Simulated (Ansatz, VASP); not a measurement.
## InAs in VASP and in Ansatz

```
In As
1.0
     0.00000    3.01800    3.01800
     3.01800    0.00000    3.01800
     3.01800    3.01800    0.00000
In As
1 1
Cartesian
  0.0000 0.0000 0.0000
  1.5090 1.5090 1.5090
```

Alike in both runs: task single point; functional PBE; k mesh 12 × 12 × 12; occupations gaussian, width 0.1 eV; no spin polarisation.

|  | VASP | Ansatz |
| --- | --- | --- |
| version | VASP 6.6.1 | Ansatz 0.2.0 |
| potentials or method | VASP PAW PBE potentials, release 64 (In_d, As), cutoff 500 eV | scalar-relativistic, plane waves, PAW |
| valence electrons in the cell | 18 | 28 |

```tsv
	VASP	Ansatz	Ansatz less VASP
gap on the k mesh at the Fermi level (eV)	none	none	-
pressure (GPa)	4.3	4.3	-0.07
```

A gap of «none» marks a metal or a gap that the smearing closes. With one functional, cell and mesh, what is left measures potentials, basis and numerics. VASP's potentials hold 18 valence electrons a cell and Ansatz's 28, so a difference there can come from the potentials and not from the codes.
